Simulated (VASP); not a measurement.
# Tl7Se8 (a cell with a defect) in VASP: notebook

Runs on Tl7Se8 (a cell with a defect). Level: PBEsol. Tasks: single point.

Everything below comes from runs of VASP 6.6.1. Logs are shortened: lines on timing, memory, paths and dates and some standing lists are left out, and cuts for length are marked.

**1. The cell of the first run**

The cell holds a defect, 15 atoms: a = 8.236 Å, b = 8.236 Å, c = 7.150 Å, α = 90.00°, β = 90.00°, γ = 90.00°.

**2. Single point, PBEsol**

INCAR

```
  ALGO = Normal
  EDIFF = 1E-6
  ENCUT = 520
  GGA = PS
  ISIF = 2
  ISMEAR = -1
  LASPH = T
  LCHARG = F
  LREAL = Auto
  LWAVE = F
  NBANDS = 82
  NELECT = 140.0
  NELM = 60
  PREC = Accurate
  SIGMA = 0.05
```

KPOINTS

```
k-points
0
Gamma
  1 1 1
```

POSCAR

```
Tl7Se8
1.0
    8.2357210000      0.0000000000      0.0000000000
    0.0000000000      8.2357210000      0.0000000000
    0.0000000000      0.0000000000      7.1496130000
Tl Se
7 8
Direct
   -0.0219288633     -0.0129193303      0.6945830495
   -0.0383572974      0.0164770030      0.2678886256
    0.0179947815      0.5116491926      0.2367960336
    0.5184609823      0.0054275758      0.2959880486
    0.5238642737      0.5386899338      0.7442780469
    0.4471375366      0.0028169968      0.7993859248
    0.0022341699      0.4545078688      0.6903170843
    0.7359525657      0.1080901114      0.0185324716
    0.1571204270      0.3172278420     -0.0039302827
    0.3235903693      0.2023623675      0.5144474253
    0.8099351593      0.3428965114      0.4550875691
    0.2240969552      0.6249847463      0.4945022898
    0.6515519406      0.8137235343      0.5433860546
    0.9275933461      0.6965146100     -0.0468836565
    0.3010665369      0.8511094536      0.0786056532
```

Potentials or basis: VASP PAW PBE potentials, release 64 (Tl_d, Se).

Started as:

```bash
> cat potpaw_PBE.64/Tl_d/POTCAR potpaw_PBE.64/Se/POTCAR > POTCAR
> mpirun -np 1 vasp_gam > vasp.out
```

OUTCAR:

```text
EDIFF = 1E-6
   ENCUT = 520
   GGA = PS
   ISIF = 2
   ISMEAR = -1
   LASPH = T
   LREAL = Auto
   NELECT = 140.0
   NELM = 60
   PREC = Accurate

 ion  position               nearest neighbor table
   1  0.978  0.987  0.695-  14 3.05   2 3.06   8 3.21  13 3.23   7 3.85   6 3.94   2 4.11
   2  0.962  0.016  0.268-   8 2.68   1 3.06  11 3.25  15 3.39   4 3.66   1 4.11   3 4.11
   3  0.018  0.512  0.237-   9 2.62  14 2.64  12 2.67  11 2.70   7 3.28   7 3.94   2 4.11
   4  0.518  0.005  0.296-  13 2.61  15 2.69  10 2.77   8 2.80   6 3.60   6 3.65   2 3.66
   5  0.524  0.539  0.744-  13 2.88  12 3.13   6 3.89   7 4.02
   6  0.447  0.003  0.799-  15 2.64  10 2.81  13 2.93   8 2.98   4 3.60   4 3.65   5 3.89   1 3.94

   7  0.002  0.455  0.690-  11 2.49  12 2.70   9 2.77  14 2.81   3 3.28   1 3.85   3 3.94   5 4.02

   8  0.736  0.108  0.019-   2 2.68   4 2.80   6 2.98   1 3.21
   9  0.157  0.317  0.996-   3 2.62   7 2.77
  10  0.324  0.202  0.514-   4 2.77   6 2.81
  11  0.810  0.343  0.455-   7 2.49   3 2.70   2 3.25
  12  0.224  0.625  0.495-   3 2.67   7 2.70   5 3.13
  13  0.652  0.814  0.543-   4 2.61   5 2.88   6 2.93   1 3.23
  14  0.928  0.697  0.953-   3 2.64   7 2.81   1 3.05
  15  0.301  0.851  0.079-   6 2.64   4 2.69   2 3.39

  LATTYP: Found a simple tetragonal cell.
 ALAT       =     8.2357210000
 C/A-ratio  =     0.8681222931

  Lattice vectors:

 A1 = (   8.2357210000,   0.0000000000,   0.0000000000)
 A2 = (   0.0000000000,   8.2357210000,   0.0000000000)
 A3 = (   0.0000000000,   0.0000000000,   7.1496130000)

Analysis of symmetry for initial positions (statically):
=====================================================================
 Subroutine PRICEL returns:
 Original cell was already a primitive cell.

 Routine SETGRP: Setting up the symmetry group for a
 simple tetragonal supercell.

 Subroutine GETGRP returns: Found  1 space group operations
 (whereof  1 operations were pure point group operations)
 out of a pool of 16 trial point group operations.

The static configuration has the point symmetry C_1 .

Analysis of symmetry for dynamics (positions and initial velocities):
=====================================================================
 Subroutine PRICEL returns:
 Original cell was already a primitive cell.

 Routine SETGRP: Setting up the symmetry group for a
 simple tetragonal supercell.

 Subroutine GETGRP returns: Found  1 space group operations
 (whereof  1 operations were pure point group operations)
 out of a pool of 16 trial point group operations.

The dynamic configuration has the point symmetry C_1 .

 Subroutine INISYM returns: Found  1 space group operations
 (whereof  1 operations are pure point group operations),
 and found     1 'primitive' translations

----------------------------------------------------------------------------------------

                                     Primitive cell

  volume of cell :     484.9375

  direct lattice vectors                    reciprocal lattice vectors
     8.235721000  0.000000000  0.000000000     0.121422277  0.000000000  0.000000000
     0.000000000  8.235721000  0.000000000     0.000000000  0.121422277  0.000000000
     0.000000000  0.000000000  7.149613000     0.000000000  0.000000000  0.139867710

  length of vectors
     8.235721000  8.235721000  7.149613000     0.121422277  0.121422277  0.139867710

  position of ions in fractional coordinates (direct lattice)
     0.978071137  0.987080670  0.694583049
     0.961642703  0.016477003  0.267888626
     0.017994782  0.511649193  0.236796034
     0.518460982  0.005427576  0.295988049
     0.523864274  0.538689934  0.744278047
     0.447137537  0.002816997  0.799385925
     0.002234170  0.454507869  0.690317084
     0.735952566  0.108090111  0.018532472
     0.157120427  0.317227842  0.996069717
     0.323590369  0.202362368  0.514447425
     0.809935159  0.342896511  0.455087569
     0.224096955  0.624984746  0.494502290
     0.651551941  0.813723534  0.543386055
     0.927593346  0.696514610  0.953116343
     0.301066537  0.851109454  0.078605653

  ion indices of the primitive-cell ions
   primitive index   ion index
                 1           1
                 2           2
                 3           3
                 4           4
                 5           5
                 6           6
                 7           7
                 8           8
                 9           9
                10          10
                11          11
                12          12
                13          13
                14          14
                15          15

----------------------------------------------------------------------------------------

 KPOINTS: k-points

Automatic generation of k-mesh.
 Grid dimensions read from file:
 generate k-points for:    1    1    1

 Generating k-lattice:

  Cartesian coordinates                     Fractional coordinates (reciprocal lattice)
     0.121422277  0.000000000  0.000000000     1.000000000  0.000000000  0.000000000
     0.000000000  0.121422277  0.000000000     0.000000000  1.000000000  0.000000000
     0.000000000  0.000000000  0.139867710     0.000000000  0.000000000  1.000000000

  Length of vectors
     0.121422277  0.121422277  0.139867710

  Shift w.r.t. Gamma in fractional coordinates (k-lattice)
     0.000000000  0.000000000  0.000000000

 Subroutine IBZKPT returns following result:
 ===========================================

 Found      1 irreducible k-points:

 Following reciprocal coordinates:
            Coordinates               Weight
  0.000000  0.000000  0.000000      1.000000
   k-points           NKPTS =      1   k-points in BZ     NKDIM =      1   number of bands    NBANDS=     82
   number of dos      NEDOS =    301   number of ions     NIONS =     15
   total plane-waves  NPLWV = 221184
   dimension x,y,z NGX =    64 NGY =   64 NGZ =   54
   dimension x,y,z NGXF=   128 NGYF=  128 NGZF=  108
   ions per type =               7   8
   NGX,Y,Z   is equivalent  to a cutoff of  12.92, 12.92, 12.56 a.u.
   NGXF,Y,Z  is equivalent  to a cutoff of  25.84, 25.84, 25.11 a.u.
 SYSTEM =  unknown system
   PREC   = accura    normal or accurate (medium, high low for compatibility)
   ISTART =      0    job   : 0-new  1-cont  2-samecut
   ICHARG =      2    charge: 1-file 2-atom 10-const
   ISPIN  =      1    spin polarized calculation?
   LNONCOLLINEAR =      F non collinear calculations
   LSORBIT =      F    spin-orbit coupling
   LASPH  =      T    aspherical Exc in radial PAW
   ENCUT  =  520.0 eV  38.22 Ry    6.18 a.u.  15.31 15.31 13.29*2*pi/ulx,y,z
   NELM   =     60;   NELMIN=  2; NELMDL= -5     # of ELM steps
   EDIFF  = 0.1E-05   stopping-criterion for ELM
   LREAL  =      T    real-space projection
   EDIFFG = 0.1E-04   stopping-criterion for IOM
   NSW    =      0    number of steps for IOM
   IBRION =     -1    ionic relax: 0-MD 1-quasi-New 2-CG
   NFREE  =      0    steps in history (QN), initial steepest desc. (CG)
   ISIF   =      2    stress and relaxation
   ISYM   =      2    0-nonsym 1-usesym 2-fastsym
   POTIM  = 0.5000    time-step for ionic-motion
   TEBEG  =    0.0;   TEEND  =   0.0 temperature during run
   PSTRESS=    0.0 pullay stress
   NELECT =     140.0000    total number of electrons
   NUPDOWN=      -1.0000    fix difference up-down
   EMIN   =  10.00;   EMAX   =-10.00  energy-range for DOS
   EFERMI =   0.00;   METHOD = LEGACY
   ISMEAR =    -1;   SIGMA  =   0.05  broadening in eV -4-tet -1-fermi 0-gaus
   EFERMI_NEDOS =   21; number of points for ismear=-14 and -15
   IALGO  =     38    algorithm
   IMIX   =      4    mixing-type and parameters
     AMIX     =   0.40;   BMIX     =  1.00
     AMIX_MAG =   1.60;   BMIX_MAG =  1.00
  volume/ion in A,a.u.               =      32.33       218.17
  Fermi-wavevector in a.u.,A,eV,Ry     =   1.081988  2.044660 15.928299  1.170697
  Thomas-Fermi vector in A             =   2.218018
   LORBIT       =      0    0 simple, 1 ext, 2 COOP (PROOUT), +10 PAW based schemes
   GGA     = PS    functional components
   LHFCALC =     F    Hartree Fock is set to
   AEXX    =    0.0000 exact exchange contribution
   IVDW    =     0    specifies the selected vdW correction
   LEPSILON=     F    determine dielectric tensor
   LRPA    =     F    only Hartree local field effects (RPA)
 non-spin polarized calculation
  energy-cutoff  :      520.00
  volume of cell :      484.94
 maximum number of plane-waves:      6580
 NGX is ok and might be reduce to    64
   NGX = 31   NGY = 31   NGZ = 27

 number of electron     140.0000003 magnetization

 Free energy of the ion-electron system (eV)
  ---------------------------------------------------
  ext. energy  EPLUGINS =         0.00000000
  ---------------------------------------------------
  free energy    TOTEN  =       -48.51769625 eV

  energy without entropy =      -48.51762915  energy(sigma->0) =      -48.51766270

 E-fermi :   2.9362     XC(G=0):  -8.8506

 val. band max:        2.4098474664   @ k =   0.0000   0.0000   0.0000
 cond. band min:       3.4587600846   @ k =   0.0000   0.0000   0.0000
 fundamental gap:      1.0489126182
 Fermi energy:         2.9362318505

 k-point     1 :       0.0000    0.0000    0.0000
  band No.  band energies     occupation
      1     -10.8399      2.00000
      2     -10.3048      2.00000
      3     -10.0634      2.00000
      4     -10.0253      2.00000
      5      -9.9810      2.00000
      6      -9.8700      2.00000
[... 74 lines left out ...]
     81       6.6683      0.00000
     82       6.9902      0.00000

------------------------ aborting loop because EDIFF is reached ----------------------------------------

  FORCE on cell =-STRESS in cart. coord.  units (eV):
  Direction    XX          YY          ZZ          XY          YZ          ZX
  --------------------------------------------------------------------------------------
  -------------------------------------------------------------------------------------
  Total        3.9843676      8.5245431      0.2332591     -0.6813309     -0.0652242      2.1132673
  in kB       13.1638884     28.1641019      0.7706612     -2.2510384     -0.2154930      6.9819902
  external PRESSURE =      14.0328838 kB  Pullay stress =       0.0000000 kB

 VOLUME and BASIS-vectors are now :
 -----------------------------------------------------------------------------
  energy-cutoff  :      520.00
  volume of cell :      484.94
      direct lattice vectors                 reciprocal lattice vectors
     8.235721000  0.000000000  0.000000000     0.121422277  0.000000000  0.000000000
     0.000000000  8.235721000  0.000000000     0.000000000  0.121422277  0.000000000
     0.000000000  0.000000000  7.149613000     0.000000000  0.000000000  0.139867710

 POSITION                                       TOTAL-FORCE (eV/Angst)
 -----------------------------------------------------------------------------------
      8.05512      8.12932      4.96600         0.086071     -0.036509      0.582556
      7.91982      0.13570      1.91530         0.972638     -0.288447     -0.250207
      0.14820      4.21380      1.69300         0.158377      0.056331     -0.754736
      4.26990      0.04470      2.11620        -0.483431      0.385412     -0.500314
      4.31440      4.43650      5.32130        -0.238422     -0.510159      0.273679
      3.68250      0.02320      5.71530         0.403847      0.370402     -0.386434
      0.01840      3.74320      4.93550         1.114768      0.635903      2.268874
      6.06110      0.89020      0.13250        -1.243770      0.222050     -0.445093
      1.29400      2.61260      7.12151        -0.184041     -0.808916     -0.544182
      2.66500      1.66660      3.67810         0.908755     -0.928262      0.300612
      6.67040      2.82400      3.25370        -0.699042     -0.280784     -0.457231
      1.84560      5.14720      3.53550        -0.318943      0.329049     -0.103327
      5.36600      6.70160      3.88500         0.018652      0.390685      0.126149
      7.63940      5.73630      6.81441        -0.543862      0.079798      0.243396
      2.47950      7.00950      0.56200         0.048404      0.383447     -0.353742
 -----------------------------------------------------------------------------------
    total drift:                                0.019301     -0.000774     -0.011271

  FREE ENERGIE OF THE ION-ELECTRON SYSTEM (eV)
  ---------------------------------------------------
  free  energy   TOTEN  =       -48.5176962482 eV

  energy  without entropy=      -48.5176291529  energy(sigma->0) =      -48.51766270
```

It took 41 s on 1 thread of AMD EPYC 9R45 (Zen 5), shared host; peak memory 0.42 GiB.

Results:

| Quantity | Value |
| --- | --- |
| Free energy | -48.5177 eV |
| Largest force | 2.607 eV/Å |

Forces in eV/Å, atoms in the order of the input:
```
Tl   0.086 -0.037  0.583
Tl   0.973 -0.288 -0.250
Tl   0.158  0.056 -0.755
Tl  -0.483  0.385 -0.500
Tl  -0.238 -0.510  0.274
Tl   0.404  0.370 -0.386
Tl   1.115  0.636  2.269
Se  -1.244  0.222 -0.445
Se  -0.184 -0.809 -0.544
Se   0.909 -0.928  0.301
Se  -0.699 -0.281 -0.457
Se  -0.319  0.329 -0.103
Se   0.019  0.391  0.126
Se  -0.544  0.080  0.243
Se   0.048  0.383 -0.354
```

Levels at points of the mesh, in eV from the Fermi level:
| k point | band 67 | band 68 | band 69 | band 70 | band 71 | band 72 | band 73 | band 74 |
| --- | --- | --- | --- | --- | --- | --- | --- | --- |
| (0.00, 0.00, 0.00) | -0.86 | -0.79 | -0.66 | -0.53 | 0.52 | 1.02 | 1.29 | 1.59 |

Caveat: the k points lie up to 0.88 Å⁻¹ apart, too coarse for converged energies, forces and pressures; the cell carries a net charge on a neutralising background, which shifts energy and pressure; the cell is charged against a uniform background, so pressure and absolute levels hang on convention; the PAW data sets were made with another functional, which shifts forces and pressure a little; spin-orbit coupling is left out, which moves the levels of the heavy elements.

**3. Single point, PBEsol**

INCAR

```
SYSTEM = Tl7Se8
ALGO = Normal ; EDIFF = 1E-6
ENCUT = 520 ; GGA = PS
ISIF = 2 ; ISMEAR = -1
LASPH = .True. ; LCHARG = .False.
LREAL = Auto ; LWAVE = .False.
NBANDS = 82 ; NELECT = 140.0
NELM = 100 ; PREC = Accurate
SIGMA = 0.05
```

KPOINTS

```
k-points
0
Gamma
  1 1 1
  0 0 0
```

POSCAR

```
Tl7Se8
1.0
    8.2357210000      0.0000000000      0.0000000000
    0.0000000000      8.2357210000      0.0000000000
    0.0000000000      0.0000000000      7.1496130000
Tl Se
7 8
Direct
   -0.0253165448     -0.0324683170      0.7713564357
   -0.0109158627     -0.0187354574      0.2198021068
    0.0204839382      0.4787680399      0.2331594731
    0.4813543344      0.0137328596      0.2588951318
    0.5629986737      0.4777845194      0.7700976263
    0.4962771323      0.0072124833      0.7387392856
    0.0331482817      0.5311374681      0.7519008372
    0.6647991111      0.1790492903      0.0384356468
    0.0841699227      0.2790648202     -0.0255118704
    0.3430665026      0.2359477695      0.4931315863
    0.8534529035      0.3301228878      0.5160419172
    0.1336980697      0.7313020924      0.4807672807
    0.6446065864      0.8049689881      0.4811449235
    0.8477946254      0.6751807158      0.0148399641
    0.2782270065      0.8745439531      0.0168120988
```

Potentials or basis: VASP PAW PBE potentials, release 64 (Tl_d, Se).

Started as:

```bash
> cat potpaw_PBE.64/Tl_d/POTCAR potpaw_PBE.64/Se/POTCAR > POTCAR
> mpirun -np 1 vasp_gam > vasp.out
```

Run time: 40 s. Hardware: 1 thread of AMD EPYC 9R45 (Zen 5), shared host; peak memory 0.42 GiB.

Results (log left out):

| Quantity | Value |
| --- | --- |
| Free energy | -48.8856 eV |
| Largest force | 1.736 eV/Å |

Forces in eV/Å, atoms in the order of the input:
```
Tl  -0.162  0.202 -0.770
Tl  -0.281  0.111  0.605
Tl  -0.372  0.363  1.657
Tl  -0.245  0.117  0.533
Tl   0.150 -0.078 -0.395
Tl  -0.227  0.373  0.289
Tl  -0.332 -0.282 -0.829
Se   0.004 -0.417 -0.801
Se   1.006 -0.526  0.104
Se   0.494 -0.900  0.359
Se   0.003  0.169 -0.281
Se  -0.013 -0.410 -0.021
Se  -0.241  0.514  0.201
Se  -0.129  0.868 -0.163
Se   0.344 -0.104 -0.490
```

Levels at points of the mesh, in eV from the Fermi level:
```csv
k point,band 67,band 68,band 69,band 70,band 71,band 72,band 73,band 74
"(0.00, 0.00, 0.00)",-1.06,-0.87,-0.64,-0.50,0.50,0.93,1.08,1.49
```

Caveat: the k points lie up to 0.88 Å⁻¹ apart, too coarse for converged energies, forces and pressures; the cell carries a net charge on a neutralising background, which shifts energy and pressure; the cell is charged against a uniform background, so pressure and absolute levels hang on convention; the PAW data sets were made with another functional, which shifts forces and pressure a little; spin-orbit coupling is left out, which moves the levels of the heavy elements.

**4. Single point, PBEsol**

INCAR

```
ALGO = Normal
EDIFF = 1E-6
ENCUT = 520
GGA = PS
ISIF = 2
ISMEAR = -1
LASPH = T
LCHARG = T
LELF = T
LREAL = Auto
LVHAR = T
LWAVE = F
NBANDS = 82
NELECT = 140.0
NELM = 60
PREC = Accurate
SIGMA = 0.05
```

KPOINTS

```
k-points
0
Gamma
  1 1 1
```

POSCAR

```
Tl7Se8
1.0
    8.2357210000      0.0000000000      0.0000000000
    0.0000000000      8.2357210000      0.0000000000
    0.0000000000      0.0000000000      7.1496130000
Tl Se
7 8
Direct
   -0.0258872295      0.0012992184      0.7467537054
   -0.0015663474     -0.0045897621      0.2594965630
   -0.0453269362      0.5027246552      0.2775674711
    0.4378973013      0.0322254724      0.1985422148
    0.5996924859      0.4515208808      0.6940095918
    0.5152797187     -0.0039583662      0.7272561466
    0.0259357985      0.5047402650      0.8154427379
    0.7010315187      0.1369764712      0.0382678055
    0.1624751494      0.3237846450      0.0461003973
    0.3242946185      0.1725653407      0.4928658376
    0.8938743797      0.2963674947      0.5380710816
    0.0911152770      0.7083411398      0.5441273535
    0.6633056171      0.8537443170      0.4277853920
    0.8480860389      0.7018571902      0.0178611066
    0.3001680120      0.8478796210     -0.0249943598
```

Started as:

```bash
> cat potpaw_PBE.64/Tl_d/POTCAR potpaw_PBE.64/Se/POTCAR > POTCAR
> mpirun -np 1 vasp_gam > vasp.out
```

Wall time 43 s (1 thread of AMD EPYC 9R45 (Zen 5), shared host); peak memory 0.42 GiB.

The run converged. Its results:

| Property | Result |
| --- | --- |
| Free energy | -48.7916 eV |
| Largest force | 1.662 eV/Å |

Forces in eV/Å, atoms in the order of the input:
```
Tl   0.094 -0.265  0.268
Tl  -0.202 -0.066  0.028
Tl   0.490  0.499  0.144
Tl   0.785  0.006  1.465
Tl  -0.362  0.179  0.179
Tl   0.151 -0.251 -0.193
Tl   0.046  0.176 -1.310
Se  -0.072  0.436 -1.177
Se   0.114 -0.517  0.687
Se  -0.426  0.185  0.378
Se  -0.234 -0.481  0.178
Se   0.532  0.269 -0.659
Se  -0.094 -0.079  0.665
Se  -0.491 -0.003  0.202
Se  -0.334 -0.090 -0.853
```

Levels at points of the mesh, in eV from the Fermi level:
```
           k point  band 66  band 67  band 68  band 69  band 70  band 71  band 72  band 73  band 74  band 75
(0.00, 0.00, 0.00)    -1.21    -1.14    -1.08    -0.68    -0.65     0.63     1.09     1.38     1.57     1.82
```

Caveat: the k points lie up to 0.88 Å⁻¹ apart, too coarse for converged energies, forces and pressures; the cell carries a net charge on a neutralising background, which shifts energy and pressure; the cell is charged against a uniform background, so pressure and absolute levels hang on convention; the PAW data sets were made with another functional, which shifts forces and pressure a little; spin-orbit coupling is left out, which moves the levels of the heavy elements.
